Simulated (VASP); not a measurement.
A run of VASP 6.6.1:

Contents of INCAR:

```
  ALGO = Fast
  EDIFF = 1E-6
  ENCUT = 520
  ISIF = 2
  ISMEAR = -1
  LASPH = T
  LCHARG = T
  LELF = T
  LREAL = F
  LVHAR = T
  LWAVE = F
  NBANDS = 20
  NELM = 100
  PREC = Accurate
  SIGMA = 0.05
```

Contents of KPOINTS:

```
k-points
0
Gamma
  9 9 5
```

File POSCAR:

```
In
1.0
    3.2673945583      0.0000000000      0.0000000000
   -1.6336972791      2.8296466917      0.0000000000
    0.0000000000      0.0000000000      5.3966798754
In
2
Direct
    0.6666666667      0.3333333333      0.7500000000
    0.3333333333      0.6666666667      0.2500000000
```

Potentials or basis: VASP PAW LDA potentials, release 64 (In_d).

The run is started by

```sh
$ cat potpaw_LDA.64/In_d/POTCAR > POTCAR
$ mpirun -np 1 vasp_std > vasp.out
```

Hardware: 1 thread of AMD EPYC 7R13, with other jobs on the host.

Task: Estimate the wall time of this run.

Result: Wall time 60 s on 1 thread of AMD EPYC 7R13, with other jobs on the host, peak memory 0.12 GiB. Counts: scf iterations 16, k points 36.
